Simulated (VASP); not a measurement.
Here is a VASP 6.6.1 calculation.

Contents of INCAR:

```
SYSTEM = CoO
PREC = Accurate
ENCUT = 520
EDIFF = 1E-6
ISMEAR = 0
SIGMA = 0.02
LREAL = .False.
LASPH = .True.
NELM = 150
ALGO = Normal
ISIF = 2
LWAVE = .False.
LCHARG = .False.
ISPIN = 2
MAGMOM = 2.88 0.24
LORBIT = 11
LMAXMIX = 4
LDAU = .True.
LDAUTYPE = 2
LDAUL = 2 -1
LDAUU = 3.32 0
LDAUJ = 0 0
LDAUPRINT = 1
GGA = PE
NBANDS = 18
```

The input KPOINTS:

```
regular mesh
0
Gamma
  12 12 12
  0 0 0
```

File POSCAR:

```
CoO
1.0
    1.5212234427      0.8782787642      2.4485187679
   -1.5212234427      0.8782787642      2.4485187679
    0.0000000000     -1.7565575283      2.4485187679
Co O
1 1
Direct
    0.0000000000      0.0000000000      0.0000000000
    0.5000000000      0.5000000000      0.5000000000
```

Potentials or basis: VASP PAW PBE potentials, release 64 (Co, O).

Launch:

```sh
$ cat potpaw_PBE.64/Co/POTCAR potpaw_PBE.64/O/POTCAR > POTCAR
$ mpirun -np 1 vasp_std > vasp.out
```

Question: Estimate the band gap on the k mesh.

Answer: Zero (filled and empty bands overlap).

Question: What does it give for the site moments?

Answer: Co +2.73; O +0.25 μB.

Question: What does it give for the net moment?

Answer: 3.00 μB per cell.

Question: What does it give for the pressure?

Answer: -2.6 GPa.

Stress tensor (GPa, compression positive):
```
-2.34  0.00  0.00
 0.00 -2.34  0.00
 0.00  0.00 -3.15
```

Caveat: a cell with one magnetic atom can't hold antiferromagnetic order, which such compounds often take. The state reached can hang on the start; a lower one may exist.
